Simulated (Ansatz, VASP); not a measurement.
## Si: VASP beside Ansatz

Contents of INCAR:

```
SYSTEM = Si
PREC = Accurate
ENCUT = 600
EDIFF = 1E-7
ISMEAR = 0
SIGMA = 0.1
LREAL = .FALSE.
LASPH = .TRUE.
NELM = 80
ALGO = Normal
ISIF = 3
LWAVE = .FALSE.
LCHARG = .FALSE.
GGA = PE
IBRION = 2
NSW = 90
EDIFFG = -0.04
```

The input KPOINTS:

```
Automatic mesh
0
G
  8 8 8
  0 0 0
```

The input POSCAR:

```
Si
1.0
   -1.5507345900      1.5507345900      5.2474376800
    1.5507345900     -1.5507345900      5.2474376800
    1.5507345900      1.5507345900     -5.2474376800
Si
4
Direct
    0.7920000000      0.7920000000      0.0000000000
    0.5420000000      0.0420000000      0.5000000000
    0.2080000000      0.2080000000      0.0000000000
    0.9580000000      0.4580000000      0.5000000000
```

Input for Ansatz:

```yaml
crystal:
  lattice:
    - [-1.55073459, 1.55073459, 5.24743768]
    - [1.55073459, -1.55073459, 5.24743768]
    - [1.55073459, 1.55073459, -5.24743768]
  atoms:
    - { symbol: Si, position: [0.792, 0.792, 0.0] }
    - { symbol: Si, position: [0.542, 0.042, 0.5] }
    - { symbol: Si, position: [0.208, 0.208, 0.0] }
    - { symbol: Si, position: [0.958, 0.458, 0.5] }
basis:
  ecutwfc: 420
kpoints:
  mp_grid: { grid: [8, 8, 8] }
hamiltonian:
  xc: pbe
scf:
  occupations: { method: gaussian, width: 0.1 }
  lower_state_search: "off"
output:
  forces: true
  stress: true
  eigenvalues: true
relax:
  adjacent_minimum: "off"
  f_tol: 0.04
  max_steps: 70
  cell: { stress_tol: 0.4 }
```

Alike in both runs: task relaxation of cell and atoms; functional PBE; k mesh 8 × 8 × 8; occupations gaussian, width 0.1 eV; no spin polarisation.

```csv
,VASP,Ansatz
version,VASP 6.6.1,Ansatz 0.2.0
potentials or method,"VASP PAW PBE potentials, release 64 (Si), cutoff 600 eV","scalar-relativistic, plane waves, PAW"
valence electrons in the cell,16,16
```

VASP gave:

```
gap on the k mesh at the Fermi level, each at its own relaxed structure (eV) : none
relaxed volume (Å³/atom)                                                     : 15.57
relaxed cell length with the largest relative difference (Å)                 : 5.653
```

Estimate Ansatz's values.

gap on the k mesh at the Fermi level, each at its own relaxed structure (eV): none; relaxed volume (Å³/atom): 15.53; relaxed cell length with the largest relative difference (Å): 5.665.

A gap of «none» marks a metal or a gap that the smearing closes.

Noted on VASP's run: the volume moved by over 15 % at a fixed basis, so the end points are rough.
